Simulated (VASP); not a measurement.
# HfN (I4/mmm) in VASP: further runs

HfN is run at these levels: PBEsol; tasks: single point.

Program: VASP 6.6.1. These are calculated values, not measurements. Logs are shortened: lines on timing, memory, paths and dates and some standing lists are left out, and cuts for length are marked.

### Step 1. The cell of the first run

Symmetry: I4/mmm, No. 139, tetragonal system. Conventional cell: a = 3.275 Å, b = 3.275 Å, c = 4.292 Å, α = 90.00°, β = 90.00°, γ = 90.00°. Hf (site symmetry 4/mmm) has 6 N at 2.15 to 2.32 Å within 2.8 Å. Within 2.8 Å of N (site symmetry 4/mmm) lie 6 Hf at 2.15 to 2.32 Å.

### Step 2. Single point, PBEsol (strain +0.025 along x and y, -0.050 along z)

The input, INCAR:

```
ALGO = Normal
EDIFF = 1E-6
ENCUT = 520
GGA = PS
ISIF = 2
ISMEAR = 0
LASPH = T
LCHARG = F
LREAL = F
LWAVE = F
NBANDS = 14
NELM = 100
PREC = Accurate
SIGMA = 0.15
```

The input, KPOINTS:

```
k-points
0
Gamma
  18 18 18
```

The input, POSCAR:

```
HfN
1.0
    0.0000000000      2.3154750000      2.1460500000
    2.3154750000      0.0000000000      2.1460500000
    2.3154750000      2.3154750000      0.0000000000
Hf N
1 1
Direct
    0.0000000000      0.0000000000      0.0000000000
    0.5000000000      0.5000000000      0.5000000000
```

Potentials or basis: VASP PAW PBE potentials, release 64 (Hf_pv, N).

Run with:

```
> cat potpaw_PBE.64/Hf_pv/POTCAR potpaw_PBE.64/N/POTCAR > POTCAR
> mpirun -np 1 vasp_std > vasp.out
```

OUTCAR:

```text
EDIFF = 1E-6
   ENCUT = 520
   GGA = PS
   ISIF = 2
   ISMEAR = 0
   LASPH = T
   LREAL = F
   NELM = 100
   PREC = Accurate

 ion  position               nearest neighbor table
   1  0.000  0.000  0.000-   2 2.15   2 2.15   2 2.32   2 2.32   2 2.32   2 2.32
   2  0.500  0.500  0.500-   1 2.15   1 2.15   1 2.32   1 2.32   1 2.32   1 2.32

  LATTYP: Found a body centered tetragonal cell.
 ALAT       =     3.2745761483
 C/A-ratio  =     1.3107345212

  Lattice vectors:

 A1 = (   0.0000000000,  -2.3154750000,  -2.1460500000)
 A2 = (   0.0000000000,   2.3154750000,  -2.1460500000)
 A3 = (   2.3154750000,   0.0000000000,   2.1460500000)

Analysis of symmetry for initial positions (statically):
=====================================================================
 Subroutine PRICEL returns:
 Original cell was already a primitive cell.

 Routine SETGRP: Setting up the symmetry group for a
 body centered tetragonal supercell.

 Subroutine GETGRP returns: Found 16 space group operations
 (whereof 16 operations were pure point group operations)
 out of a pool of 16 trial point group operations.

The static configuration has the point symmetry D_4h.

Analysis of symmetry for dynamics (positions and initial velocities):
=====================================================================
 Subroutine PRICEL returns:
 Original cell was already a primitive cell.

 Routine SETGRP: Setting up the symmetry group for a
 body centered tetragonal supercell.

 Subroutine GETGRP returns: Found 16 space group operations
 (whereof 16 operations were pure point group operations)
 out of a pool of 16 trial point group operations.

The dynamic configuration has the point symmetry D_4h.

 Subroutine INISYM returns: Found 16 space group operations
 (whereof 16 operations are pure point group operations),
 and found     1 'primitive' translations

----------------------------------------------------------------------------------------

                                     Primitive cell

  volume of cell :      23.0118

  direct lattice vectors                    reciprocal lattice vectors
     0.000000000  2.315475000  2.146050000    -0.215938414  0.215938414  0.232986184
     2.315475000  0.000000000  2.146050000     0.215938414 -0.215938414  0.232986184
     2.315475000  2.315475000  0.000000000     0.215938414  0.215938414 -0.232986184

  length of vectors
     3.157048476  3.157048476  3.274576148     0.384111129  0.384111129  0.384111129

  position of ions in fractional coordinates (direct lattice)
[... 85 lines left out ...]
   ISIF   =      2    stress and relaxation
   ISYM   =      2    0-nonsym 1-usesym 2-fastsym
   POTIM  = 0.5000    time-step for ionic-motion
   TEBEG  =    0.0;   TEEND  =   0.0 temperature during run
   PSTRESS=    0.0 pullay stress
   NELECT =      15.0000    total number of electrons
   NUPDOWN=      -1.0000    fix difference up-down
   EMIN   =  10.00;   EMAX   =-10.00  energy-range for DOS
   EFERMI =   0.00;   METHOD = LEGACY
   ISMEAR =     0;   SIGMA  =   0.15  broadening in eV -4-tet -1-fermi 0-gaus
   EFERMI_NEDOS =   21; number of points for ismear=-14 and -15
   IALGO  =     38    algorithm
   IMIX   =      4    mixing-type and parameters
     AMIX     =   0.40;   BMIX     =  1.00
     AMIX_MAG =   1.60;   BMIX_MAG =  1.00
  volume/ion in A,a.u.               =      11.51        77.65
  Fermi-wavevector in a.u.,A,eV,Ry     =   1.419456  2.682383 27.413768  2.014855
  Thomas-Fermi vector in A             =   2.540475
   LORBIT       =      0    0 simple, 1 ext, 2 COOP (PROOUT), +10 PAW based schemes
   GGA     = PS    functional components
   LHFCALC =     F    Hartree Fock is set to
   AEXX    =    0.0000 exact exchange contribution
   IVDW    =     0    specifies the selected vdW correction
   LEPSILON=     F    determine dielectric tensor
   LRPA    =     F    only Hartree local field effects (RPA)
 non-spin polarized calculation
 Gauss-broadening in eV      SIGMA  =   0.15
  energy-cutoff  :      520.00
  volume of cell :       23.01
 maximum number of plane-waves:       640
   NGX = 11   NGY = 11   NGZ = 13

 number of electron      15.0000000 magnetization

 Free energy of the ion-electron system (eV)
  ---------------------------------------------------
  ext. energy  EPLUGINS =         0.00000000
  ---------------------------------------------------
  free energy    TOTEN  =       -22.84221856 eV

  energy without entropy =      -22.83594770  energy(sigma->0) =      -22.83908313

 E-fermi :   8.2299     XC(G=0): -12.8928

 val. band max:        8.2210259658   @ k =   0.2222   0.0556   0.0000
 cond. band min:       8.2445489222   @ k =   0.3889   0.0556   0.1667
 fundamental gap:      0.0235229564
 Fermi energy:         8.2298791318

 k-point     1 :       0.0000    0.0000    0.0000
  band No.  band energies     occupation
      1     -22.8322      2.00000
      2     -22.8322      2.00000
      3     -22.7836      2.00000
      4      -9.2532      2.00000
      5       5.0965      2.00000
      6       5.0965      2.00000
      7       5.5338      2.00000
      8       7.6065      2.00000
      9       7.6065      2.00000
     10       8.4413      0.04620
     11       8.9231      0.00000
     12       9.5974      0.00000
     13      11.9976      0.00000
     14      17.8240      0.00000
[... 377 lines left out ...]
      1     -23.2870      2.00000
      2     -22.8881      2.00000
      3     -22.8530      2.00000
      4      -8.1112      2.00000
      5       1.8380      2.00000
      6       3.0684      2.00000
      7       3.7687      2.00000
      8       8.5225      0.00580
      9       9.0324      0.00000
     10      10.1583      0.00000
     11      12.4348      0.00000
     12      13.1789      0.00000
     13      14.0310      0.00000
     14      20.5109      0.00000

 [... further k-points ...]
[... 5 lines left out ...]
  --------------------------------------------------------------------------------------
  -------------------------------------------------------------------------------------
  Total       -2.1823104     -2.1823104      4.0486398      0.0000000      0.0000000      0.0000000
  in kB     -151.9417337   -151.9417337    281.8835283      0.0000000      0.0000000      0.0000000
  external PRESSURE =      -7.3333130 kB  Pullay stress =       0.0000000 kB

 VOLUME and BASIS-vectors are now :
 -----------------------------------------------------------------------------
  energy-cutoff  :      520.00
  volume of cell :       23.01
      direct lattice vectors                 reciprocal lattice vectors
     0.000000000  2.315475000  2.146050000    -0.215938414  0.215938414  0.232986184
     2.315475000  0.000000000  2.146050000     0.215938414 -0.215938414  0.232986184
     2.315475000  2.315475000  0.000000000     0.215938414  0.215938414 -0.232986184

 POSITION                                       TOTAL-FORCE (eV/Angst)
 -----------------------------------------------------------------------------------
      0.00000      0.00000      0.00000        -0.000000      0.000000      0.000000
      2.31548      2.31548      2.14605         0.000000     -0.000000      0.000000
 -----------------------------------------------------------------------------------
    total drift:                                0.000000     -0.000000     -0.000000

  FREE ENERGIE OF THE ION-ELECTRON SYSTEM (eV)
  ---------------------------------------------------
  free  energy   TOTEN  =       -22.8422185646 eV

  energy  without entropy=      -22.8359477019  energy(sigma->0) =      -22.83908313
```

OSZICAR:

```text
N       E                     dE             d eps       ncg     rms          rms(c)
DAV:   1     0.378191011831E+02    0.37819E+02   -0.77555E+03 13464   0.101E+03
DAV:   2    -0.235994253853E+02   -0.61419E+02   -0.57374E+02 17466   0.237E+02
DAV:   3    -0.256055251394E+02   -0.20061E+01   -0.19977E+01 15782   0.352E+01
DAV:   4    -0.256130965804E+02   -0.75714E-02   -0.75705E-02 15894   0.250E+00
DAV:   5    -0.256131434986E+02   -0.46918E-04   -0.46917E-04 15716   0.169E-01    0.523E+01
DAV:   6    -0.229615321264E+02    0.26516E+01   -0.73266E+00 15230   0.210E+01    0.433E+01
DAV:   7    -0.228734376988E+02    0.88094E-01   -0.45840E-01 17094   0.586E+00    0.262E+01
DAV:   8    -0.228474280755E+02    0.26010E-01   -0.10208E-01 16008   0.270E+00    0.513E+00
DAV:   9    -0.228424145840E+02    0.50135E-02   -0.14647E-02 15492   0.945E-01    0.192E+00
DAV:  10    -0.228422387957E+02    0.17579E-03   -0.10579E-03 18276   0.304E-01    0.252E-01
DAV:  11    -0.228422181921E+02    0.20604E-04   -0.77470E-05 15792   0.863E-02    0.219E-02
DAV:  12    -0.228422185646E+02   -0.37246E-06   -0.39934E-06 16326   0.176E-02
   1 F= -.22842219E+02 E0= -.22839083E+02  d E =-.627086E-02
```

It took 70 s on 1 thread of AMD EPYC 9R14 (Zen 4), shared host; peak memory 0.24 GiB.

Results:

```
Free energy : -22.8422 eV
Pressure    : -0.7 GPa
```

Caveat: the cell differs from its parent crystal (strain +0.025 along x and y, -0.050 along z); the PAW data sets were made with another functional, which shifts forces and pressure a little; spin-orbit coupling is left out, which moves the levels of the heavy elements.

### Step 3. Single point, PBEsol (strain +0.025 along x and y, -0.025 along z)

The input, INCAR:

```
ALGO = Normal
EDIFF = 1E-7
ENCUT = 520
GGA = PS
ISIF = 2
ISMEAR = 0
LASPH = T
LCHARG = T
LELF = T
LREAL = F
LVHAR = T
LWAVE = F
NBANDS = 14
NELM = 80
PREC = Accurate
SIGMA = 0.15
```

KPOINTS is that of step 2.

The input, POSCAR:

```
HfN
1.0
    0.0000000000      2.3154750000      2.2025250000
    2.3154750000      0.0000000000      2.2025250000
    2.3154750000      2.3154750000      0.0000000000
Hf N
1 1
Direct
    0.0000000000      0.0000000000      0.0000000000
    0.5000000000      0.5000000000      0.5000000000
```

Potentials or basis: VASP PAW PBE potentials, release 64 (Hf_pv, N).

Run with:

```
> cat potpaw_PBE.64/Hf_pv/POTCAR potpaw_PBE.64/N/POTCAR > POTCAR
> mpirun -np 1 vasp_std > vasp.out
```

It took 77 s on 1 thread of AMD EPYC 9R14 (Zen 4), shared host; peak memory 0.24 GiB.

The run converged. Its results:

```
Free energy : -22.9052 eV
Pressure    : -9.8 GPa
```

Stress tensor (GPa, compression positive):
```
-17.63   0.00   0.00
  0.00 -17.63   0.00
  0.00   0.00   5.94
```

Levels at points of the mesh, in eV from the Fermi level:
| k point | band 6 | band 7 | band 8 | band 9 | band 10 | band 11 |
| --- | --- | --- | --- | --- | --- | --- |
| (0.00, 0.00, 0.00) | -3.03 | -2.78 | -0.51 | -0.51 | 0.02 | 0.95 |
| (0.50, 0.00, 0.00) | -6.09 | -6.06 | 3.13 | 3.55 | 3.81 | 4.26 |
| (0.50, 0.50, 0.00) | -3.82 | -3.79 | -3.79 | 4.00 | 5.30 | 5.36 |
| (0.50, 0.00, 0.50) | -3.67 | -3.67 | -3.43 | 3.68 | 5.03 | 5.65 |

Caveat: the cell differs from its parent crystal (strain +0.025 along x and y, -0.025 along z); the PAW data sets were made with another functional, which shifts forces and pressure a little; spin-orbit coupling is left out, which moves the levels of the heavy elements.

### Step 4. Single point, PBEsol (strain +0.050 along x and y, -0.050 along z)

The input, INCAR:

```
ALGO     = Normal         # electronic algorithm
EDIFF    = 1E-6           # SCF threshold, eV
ENCUT    = 520            # plane-wave cutoff, eV
GGA      = PS             # functional
ISIF     = 2              # what is computed and relaxed
ISMEAR   = 0              # smearing method
LASPH    = T              # aspherical terms in the spheres
LCHARG   = F              # write CHGCAR
LREAL    = F              # projectors in reciprocal space
LWAVE    = F              # write WAVECAR
NBANDS   = 14             # bands
NELM     = 60             # most SCF steps
PREC     = Accurate       # precision mode
SIGMA    = 0.15           # smearing width, eV
```

KPOINTS is that of step 3.

The input, POSCAR:

```
HfN
1.0
    0.0000000000      2.3719500000      2.1460500000
    2.3719500000      0.0000000000      2.1460500000
    2.3719500000      2.3719500000      0.0000000000
Hf N
1 1
Direct
    0.0000000000      0.0000000000      0.0000000000
    0.5000000000      0.5000000000      0.5000000000
```

Run with:

```
> cat potpaw_PBE.64/Hf_pv/POTCAR potpaw_PBE.64/N/POTCAR > POTCAR
> mpirun -np 1 vasp_std > vasp.out
```

Run time: 89 s. Hardware: 1 thread of AMD EPYC 9R14 (Zen 4), shared host; peak memory 0.25 GiB.

Results (log left out):

```yaml
Free_energy: -22.6937 eV
Pressure: -10.3 GPa
```

Stress tensor (GPa, compression positive):
```
-26.12   0.00   0.00
  0.00 -26.12   0.00
  0.00   0.00  21.29
```

Levels at points of the mesh, in eV from the Fermi level:
| k point | band 4 | band 5 | band 6 | band 7 | band 8 | band 9 | band 10 | band 11 | band 12 | band 13 |
| --- | --- | --- | --- | --- | --- | --- | --- | --- | --- | --- |
| (0.00, 0.00, 0.00) | -17.23 | -3.11 | -3.11 | -2.60 | -0.65 | -0.65 | 0.08 | 0.38 | 1.10 | 4.02 |
| (0.50, 0.00, 0.00) | -14.60 | -8.67 | -6.08 | -6.06 | 2.81 | 3.61 | 3.97 | 4.04 | 7.21 | 8.48 |
| (0.50, 0.50, 0.00) | -16.11 | -4.65 | -3.96 | -3.96 | -3.84 | 3.91 | 5.01 | 5.13 | 5.13 | 8.37 |
| (0.50, 0.00, 0.50) | -16.20 | -5.71 | -3.69 | -3.51 | -3.21 | 2.98 | 4.54 | 5.64 | 5.88 | 7.43 |

Caveat: the cell differs from its parent crystal (strain +0.050 along x and y, -0.050 along z); the PAW data sets were made with another functional, which shifts forces and pressure a little; spin-orbit coupling is left out, which moves the levels of the heavy elements.

### Step 5. Summary

| cell | gap on the mesh (eV) | pressure (GPa) |
| --- | --- | --- |
| a = 3.157, b = 3.157, c = 3.275 Å, angles 58.8, 58.8, 62.5°, 2 atoms | none | -0.7 |
| a = 3.196, b = 3.196, c = 3.275 Å, angles 59.2, 59.2, 61.6°, 2 atoms | none | -9.8 |
| a = 3.199, b = 3.199, c = 3.354 Å, angles 58.4, 58.4, 63.2°, 2 atoms | none | -10.3 |

Alike in all rows: task single point; level PBEsol; potentials or basis VASP PAW PBE potentials, release 64 (Hf_pv, N); no spin polarisation; k mesh 18 × 18 × 18; cutoff (eV) 520; smearing gaussian 0.15 eV.

Caveats: the PAW data sets were made with another functional, which shifts forces and pressure a little; spin-orbit coupling is left out, which moves the levels of the heavy elements.

Total energies depend on the potentials used, so only differences within one code and one set of settings carry meaning.
